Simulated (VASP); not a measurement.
Input of a VASP 6.6.1 run:

INCAR

```
SYSTEM = PtSe2
PREC = Accurate
ENCUT = 520
EDIFF = 1E-6
ISMEAR = 1
SIGMA = 0.1
LREAL = .False.
LASPH = .True.
NELM = 80
ALGO = Normal
ISIF = 2
LWAVE = .False.
LCHARG = .True.
GGA = PE
LELF = .True.
LVHAR = .True.
NBANDS = 18
```

The input KPOINTS:

```
regular mesh
0
Gamma
  7 7 5
  0 0 0
```

POSCAR

```
PtSe2
1.0
    3.7240000000      0.0000000000      0.0000000000
   -1.8620000000      3.2250786000      0.0000000000
    0.0000000000      0.0000000000      5.0620000000
Pt Se
1 2
Direct
    0.0000000000      0.0000000000      0.0000000000
    0.3333333300      0.6666666700      0.2500000000
    0.6666666700      0.3333333300      0.7500000000
```

Potentials or basis: VASP PAW PBE potentials, release 64 (Pt, Se).

Launch:

```console
$ cat potpaw_PBE.64/Pt/POTCAR potpaw_PBE.64/Se/POTCAR > POTCAR
$ mpirun -np 1 vasp_std > vasp.out
```

(1) What does it give for the largest force?

(2) Estimate the pressure.

(3) Estimate the band gap on the k mesh.

Answers

(1) 0.617 eV/Å.

(2) 7.3 GPa.

(3) zero (band 11 reaches 6.94 eV, above the bottom of band 12 at 6.62 eV).

Caveat: spin-orbit coupling is left out, which moves the levels of the heavy elements.
